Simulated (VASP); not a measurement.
# Nb3Sn (Pm-3n) in VASP: relaxation of cell and atoms with r2SCAN

Aim: the relaxation of cell and atoms of Nb3Sn with r2SCAN.

All numbers are computed with VASP 6.6.1; they aren't measurements. Logs are shortened: lines on timing, memory, paths and dates and some standing lists are left out, and cuts for length are marked.

### Step 1. The cell of the first run

The structure is cubic, space group Pm-3n (No. 223). Conventional cell: a = 5.290 Å, b = 5.290 Å, c = 5.290 Å, α = 90.00°, β = 90.00°, γ = 90.00°. Within 3.9 Å of Sn (site symmetry m-3) lie 12 Nb at 2.96 Å. Within 3.5 Å of Nb (site symmetry -4m2) lie 10 Nb at 2.65 to 3.24 Å and 4 Sn at 2.96 Å.

### Step 2. Relaxation of cell and atoms, r2SCAN

Input file POSCAR:

```
Nb3Sn
1.0
    5.2901781400      0.0000000000      0.0000000000
    0.0000000000      5.2901781400      0.0000000000
    0.0000000000      0.0000000000      5.2901781400
Sn Nb
2 6
Direct
    0.0000000000      0.0000000000      0.0000000000
    0.5000000000      0.5000000000      0.5000000000
    0.2500000000      0.0000000000      0.5000000000
    0.5000000000      0.7500000000      0.0000000000
    0.7500000000      0.0000000000      0.5000000000
    0.5000000000      0.2500000000      0.0000000000
    0.0000000000      0.5000000000      0.7500000000
    0.0000000000      0.5000000000      0.2500000000
```

Input file INCAR.step1:

```
PREC = Accurate
ENCUT = 600
ISMEAR = -1
SIGMA = 0.05
LREAL = F
LASPH = T
NELM = 100
GGA = PE
ALGO = Normal
EDIFF = 1E-4
LWAVE = T
LCHARG = F
```

Input file INCAR.step2:

```
PREC = Accurate
ENCUT = 600
EDIFF = 1E-7
ISMEAR = -1
SIGMA = 0.05
LREAL = F
LASPH = T
NELM = 100
ALGO = Normal
ISIF = 3
LWAVE = F
LCHARG = F
METAGGA = R2SCAN
LMIXTAU = T
IBRION = 2
NSW = 100
EDIFFG = -0.03
ISTART = 1
```

Input file KPOINTS:

```
Automatic mesh
0
Gamma
  5 5 5
```

Potentials or basis: VASP PAW PBE potentials, release 64 (Sn_d, Nb_sv).

Command:

```bash
$ cat potpaw_PBE.64/Sn_d/POTCAR potpaw_PBE.64/Nb_sv/POTCAR > POTCAR
$ cp INCAR.step1 INCAR
$ mpirun -np 1 vasp_std > vasp.out
$ cp INCAR.step2 INCAR
$ mpirun -np 1 vasp_std > vasp.out
```

OUTCAR:

```text
PREC = Accurate
   ENCUT = 600
   EDIFF = 1E-7
   ISMEAR = -1
   LREAL = F
   LASPH = T
   NELM = 100
   ISIF = 3
   METAGGA = R2SCAN
   IBRION = 2
   NSW = 100
   EDIFFG = -0.03
   ISTART = 1

 ion  position               nearest neighbor table
   1  0.000  0.000  0.000-   3 2.96   4 2.96   5 2.96   6 2.96   7 2.96   8 2.96   3 2.96   5 2.96
                             7 2.96   8 2.96   4 2.96   6 2.96
   2  0.500  0.500  0.500-   3 2.96   4 2.96   5 2.96   6 2.96   7 2.96   8 2.96   4 2.96   6 2.96
                             3 2.96   5 2.96   7 2.96   8 2.96
   3  0.250  0.000  0.500-   5 2.65   5 2.65   1 2.96   1 2.96   2 2.96   2 2.96
   4  0.500  0.750  0.000-   6 2.65   6 2.65   1 2.96   2 2.96   2 2.96   1 2.96
   5  0.750  0.000  0.500-   3 2.65   3 2.65   1 2.96   1 2.96   2 2.96   2 2.96
   6  0.500  0.250  0.000-   4 2.65   4 2.65   1 2.96   2 2.96   2 2.96   1 2.96
   7  0.000  0.500  0.750-   8 2.65   8 2.65   1 2.96   2 2.96   1 2.96   2 2.96
   8  0.000  0.500  0.250-   7 2.65   7 2.65   1 2.96   2 2.96   1 2.96   2 2.96

  LATTYP: Found a simple cubic cell.
 ALAT       =     5.2901781400

  Lattice vectors:

 A1 = (   5.2901781400,   0.0000000000,   0.0000000000)
 A2 = (   0.0000000000,   5.2901781400,   0.0000000000)
 A3 = (   0.0000000000,   0.0000000000,   5.2901781400)

Analysis of symmetry for initial positions (statically):
=====================================================================
 Subroutine PRICEL returns:
 Original cell was already a primitive cell.

 Routine SETGRP: Setting up the symmetry group for a
 simple cubic supercell.

 Subroutine GETGRP returns: Found 48 space group operations
 (whereof 24 operations were pure point group operations)
 out of a pool of 48 trial point group operations.

The static configuration has the point symmetry T_h .
 The point group associated with its full space group is O_h .

Analysis of symmetry for dynamics (positions and initial velocities):
=====================================================================
 Subroutine PRICEL returns:
 Original cell was already a primitive cell.

 Routine SETGRP: Setting up the symmetry group for a
 simple cubic supercell.

 Subroutine GETGRP returns: Found 48 space group operations
 (whereof 24 operations were pure point group operations)
 out of a pool of 48 trial point group operations.

The dynamic configuration has the point symmetry T_h .
 The point group associated with its full space group is O_h .

 Subroutine INISYM returns: Found 48 space group operations
 (whereof 24 operations are pure point group operations),
 and found     1 'primitive' translations

----------------------------------------------------------------------------------------

                                     Primitive cell

  volume of cell :     148.0508

  direct lattice vectors                    reciprocal lattice vectors
     5.290178140  0.000000000  0.000000000     0.189029551  0.000000000  0.000000000
     0.000000000  5.290178140  0.000000000     0.000000000  0.189029551  0.000000000
     0.000000000  0.000000000  5.290178140     0.000000000  0.000000000  0.189029551

  length of vectors
     5.290178140  5.290178140  5.290178140     0.189029551  0.189029551  0.189029551

  position of ions in fractional coordinates (direct lattice)
     0.000000000  0.000000000  0.000000000
     0.500000000  0.500000000  0.500000000
     0.250000000  0.000000000  0.500000000
     0.500000000  0.750000000  0.000000000
     0.750000000  0.000000000  0.500000000
     0.500000000  0.250000000  0.000000000
     0.000000000  0.500000000  0.750000000
     0.000000000  0.500000000  0.250000000

  ion indices of the primitive-cell ions
   primitive index   ion index
                 1           1
                 2           2
                 3           3
                 4           4
                 5           5
                 6           6
                 7           7
                 8           8

----------------------------------------------------------------------------------------

 KPOINTS: Automatic mesh

Automatic generation of k-mesh.
 Grid dimensions read from file:
 generate k-points for:    5    5    5

 Generating k-lattice:

  Cartesian coordinates                     Fractional coordinates (reciprocal lattice)
     0.037805910  0.000000000  0.000000000     0.200000000  0.000000000  0.000000000
     0.000000000  0.037805910  0.000000000     0.000000000  0.200000000  0.000000000
     0.000000000  0.000000000  0.037805910     0.000000000  0.000000000  0.200000000

  Length of vectors
     0.037805910  0.037805910  0.037805910

  Shift w.r.t. Gamma in fractional coordinates (k-lattice)
     0.000000000  0.000000000  0.000000000

 Subroutine IBZKPT returns following result:
 ===========================================

 Found     10 irreducible k-points:

 Following reciprocal coordinates:
            Coordinates               Weight
  0.000000  0.000000  0.000000      1.000000
  0.200000  0.000000  0.000000      6.000000
  0.400000  0.000000  0.000000      6.000000
  0.200000  0.200000  0.000000     12.000000
  0.400000  0.200000  0.000000     24.000000
  0.400000  0.400000  0.000000     12.000000
  0.200000  0.200000  0.200000      8.000000
  0.400000  0.200000  0.200000     24.000000
  0.400000  0.400000  0.200000     24.000000
  0.400000  0.400000  0.400000      8.000000
   k-points           NKPTS =     10   k-points in BZ     NKDIM =     10   number of bands    NBANDS=     63
   number of dos      NEDOS =    301   number of ions     NIONS =      8
   total plane-waves  NPLWV =  74088
   dimension x,y,z NGX =    42 NGY =   42 NGZ =   42
   dimension x,y,z NGXF=    84 NGYF=   84 NGZF=   84
   ions per type =               2   6
   NGX,Y,Z   is equivalent  to a cutoff of  13.20, 13.20, 13.20 a.u.
   NGXF,Y,Z  is equivalent  to a cutoff of  26.40, 26.40, 26.40 a.u.
 SYSTEM =  unknown system
   PREC   = accura    normal or accurate (medium, high low for compatibility)
   ISTART =      1    job   : 0-new  1-cont  2-samecut
   ICHARG =      0    charge: 1-file 2-atom 10-const
   ISPIN  =      1    spin polarized calculation?
   LNONCOLLINEAR =      F non collinear calculations
   LSORBIT =      F    spin-orbit coupling
   LASPH  =      T    aspherical Exc in radial PAW
   ENCUT  =  600.0 eV  44.10 Ry    6.64 a.u.  10.57 10.57 10.57*2*pi/ulx,y,z
   NELM   =    100;   NELMIN=  2; NELMDL=  0     # of ELM steps
   EDIFF  = 0.1E-06   stopping-criterion for ELM
   LREAL  =      F    real-space projection
   EDIFFG = -.3E-01   stopping-criterion for IOM
   NSW    =    100    number of steps for IOM
   IBRION =      2    ionic relax: 0-MD 1-quasi-New 2-CG
   NFREE  =      1    steps in history (QN), initial steepest desc. (CG)
   ISIF   =      3    stress and relaxation
   ISYM   =      2    0-nonsym 1-usesym 2-fastsym
   POTIM  = 0.5000    time-step for ionic-motion
   TEBEG  =    0.0;   TEEND  =   0.0 temperature during run
   PSTRESS=    0.0 pullay stress
   NELECT =     106.0000    total number of electrons
   NUPDOWN=      -1.0000    fix difference up-down
   EMIN   =  10.00;   EMAX   =-10.00  energy-range for DOS
   EFERMI =   0.00;   METHOD = LEGACY
   ISMEAR =    -1;   SIGMA  =   0.05  broadening in eV -4-tet -1-fermi 0-gaus
   EFERMI_NEDOS =   21; number of points for ismear=-14 and -15
   IALGO  =     38    algorithm
   IMIX   =      4    mixing-type and parameters
     AMIX     =   0.40;   BMIX     =  1.00
     AMIX_MAG =   1.60;   BMIX_MAG =  1.00
  volume/ion in A,a.u.               =      18.51       124.89
  Fermi-wavevector in a.u.,A,eV,Ry     =   1.464558  2.767613 29.183535  2.144929
  Thomas-Fermi vector in A             =   2.580519
   LORBIT       =      0    0 simple, 1 ext, 2 COOP (PROOUT), +10 PAW based schemes
   METAGGA = R2SCAN    functional components
   LHFCALC =     F    Hartree Fock is set to
   AEXX    =    0.0000 exact exchange contribution
   IVDW    =     0    specifies the selected vdW correction
   LEPSILON=     F    determine dielectric tensor
   LRPA    =     F    only Hartree local field effects (RPA)
 conjugate gradient relaxation of ions
 non-spin polarized calculation
  energy-cutoff  :      600.00
  volume of cell :      148.05
 maximum number of plane-waves:      4973
 NGX is ok and might be reduce to    42
   NGX = 21   NGY = 21   NGZ = 21

--------------------------------------- Ionic step        1  -------------------------------------------

 number of electron     106.0000023 magnetization

 Free energy of the ion-electron system (eV)
  ---------------------------------------------------
  ext. energy  EPLUGINS =         0.00000000
  ---------------------------------------------------
  free energy    TOTEN  =      -200.35656959 eV

  energy without entropy =     -200.24815527  energy(sigma->0) =     -200.30236243

------------------------ aborting loop because EDIFF is reached ----------------------------------------

  FORCE on cell =-STRESS in cart. coord.  units (eV):
  Direction    XX          YY          ZZ          XY          YZ          ZX
  --------------------------------------------------------------------------------------
  -------------------------------------------------------------------------------------
  Total        1.2609744      1.2609744      1.2609744      0.0000000      0.0000000      0.0000000
  in kB       13.6460190     13.6460190     13.6460190      0.0000000      0.0000000      0.0000000
  external PRESSURE =      13.6460190 kB  Pullay stress =       0.0000000 kB
[... 69 lines left out ...]
  energy  without entropy=     -200.2315148931  energy(sigma->0) =     -200.28781848

--------------------------------------- Ionic step        3  -------------------------------------------

 number of electron     106.0000022 magnetization

 Free energy of the ion-electron system (eV)
  ---------------------------------------------------
  ext. energy  EPLUGINS =         0.00000000
  ---------------------------------------------------
  free energy    TOTEN  =      -200.36149829 eV

  energy without entropy =     -200.25156203  energy(sigma->0) =     -200.30653016

 E-fermi :  11.2241     XC(G=0): -13.4210

 val. band max:       11.2130478518   @ k =   0.4000   0.4000   0.4000
 cond. band min:      11.2299590270   @ k =   0.4000   0.2000   0.0000
 fundamental gap:      0.0169111752
 Fermi energy:        11.2240694665

 k-point     1 :       0.0000    0.0000    0.0000
  band No.  band energies     occupation
      1     -45.1632      2.00000
      2     -45.0861      2.00000
      3     -45.0861      2.00000
      4     -44.8544      2.00000
      5     -44.8544      2.00000
      6     -44.8544      2.00000
[... 684 lines left out ...]
  FREE ENERGIE OF THE ION-ELECTRON SYSTEM (eV)
  ---------------------------------------------------
  free  energy   TOTEN  =      -200.3614982852 eV

  energy  without entropy=     -200.2515620331  energy(sigma->0) =     -200.30653016

 reached required accuracy - stopping structural energy minimisation
```

It took 21 min on 1 thread of Intel Xeon Platinum 8259CL at 2.50GHz (Skylake/Cascade Lake), shared host; peak memory 0.34 GiB.

What came out:

```yaml
Free_energy: -200.3615 eV
Relaxed_volume: 18.65 Å³/atom
Relaxed_cell: a = 5.304 Å, b = 5.304 Å, c = 5.304 Å, α = 90.00°, β = 90.00°, γ = 90.00°
Space_group_after_relaxing_to_0.05_Å: Pm-3n (No. 223)
Energy_gained_by_relaxing: 0.6 meV/atom
Ionic_steps: 3
Pressure_after_relaxing: 0.0 GPa
Band_gap_on_the_k_mesh: zero (band 53 reaches 11.27 eV, above the bottom of band 54 at 11.14 eV)
```

The path:
```
step  energy change (eV)  largest force (eV/Å)  pressure (GPa)  volume (Å³)
   1              0.0000                0.0000            1.36       148.05
   2              0.0124                0.0000           -2.46       151.45
   3             -0.0049                0.0000            0.00       149.22
```

Final structure:
```
Sn Nb
1.0
     5.30410    0.00000    0.00000
     0.00000    5.30410    0.00000
     0.00000    0.00000    5.30410
Sn Nb
2 6
Direct
  0.00000 0.00000 0.00000
  0.50000 0.50000 0.50000
  0.25000 0.00000 0.50000
  0.50000 0.75000 0.00000
  0.75000 0.00000 0.50000
  0.50000 0.25000 0.00000
  0.00000 0.50000 0.75000
  0.00000 0.50000 0.25000
```

Caveat: the PAW data sets were made with another functional, which shifts forces and pressure a little; spin-orbit coupling is left out, which moves the levels of the heavy elements.
